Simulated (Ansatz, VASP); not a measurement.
# Os in VASP and in Ansatz

INCAR

```
PREC = Accurate ; ENCUT = 520
EDIFF = 1E-7 ; ISMEAR = 0
SIGMA = 0.15 ; LREAL = F
LASPH = T ; NELM = 100
ALGO = Fast ; ISIF = 2
LWAVE = F ; LCHARG = F
GGA = PE ; NBANDS = 15
```

File KPOINTS:

```
regular mesh
0
Gamma
  18 18 12
```

POSCAR

```
Os
1.0
    2.7340999755      0.0000000000      0.0000000000
   -1.3670499878      2.3678000353      0.0000000000
    0.0000000000      0.0000000000      4.3197000000
Os
2
Direct
    0.2601831187      0.6666666667      0.2268502442
    0.6666666667      0.3333333333      0.7500000000
```

Input for Ansatz:

```yaml
crystal:
  lattice:
    - [2.7340999755, 0.0, 0.0]
    - [-1.3670499878, 2.3678000353, 0.0]
    - [0.0, 0.0, 4.3197]
  atoms:
    - { symbol: Os, position: [0.2601831187, 0.6666666667, 0.2268502442] }
    - { symbol: Os, position: [0.6666666667, 0.3333333333, 0.75] }
basis:
  ecutwfc: 420
kpoints:
  mp_grid: { grid: [18, 18, 12] }
hamiltonian:
  xc: pbe
scf:
  occupations: { method: gaussian, width: 0.15 }
output:
  forces: true
  stress: true
  eigenvalues: true
  write_density: true
  write_potential: true
  elf: true
  volumetric_format: npy
```

Alike in both runs: task single point; functional PBE; k mesh 18 × 18 × 12; occupations gaussian, width 0.15 eV; no spin polarisation.

|  | VASP | Ansatz |
| --- | --- | --- |
| version | VASP 6.6.1 | Ansatz 0.2.0 |
| potentials or method | VASP PAW PBE potentials, release 64 (Os), cutoff 520 eV | scalar-relativistic, plane waves, PAW |
| valence electrons in the cell | 16 | 32 |

|  | VASP | Ansatz | Ansatz less VASP |
| --- | --- | --- | --- |
| gap on the k mesh at the Fermi level (eV) | none | none | - |
| pressure (GPa) | 13.9 | 13.8 | -0.13 |
| traceless stress, the component that is largest in VASP (GPa) | 6.20 | 6.37 | +0.162 |
| rms of the force components (eV/Å) | 1.541 | 1.559 | +0.0175 |

Atom by atom the forces differ by 0.018 eV/Å (rms over components). A gap of «none» marks a metal or a gap that the smearing closes. VASP's potentials hold 16 valence electrons a cell and Ansatz's 32, so a difference there can come from the potentials and not from the codes.

Spin-orbit coupling is off throughout.
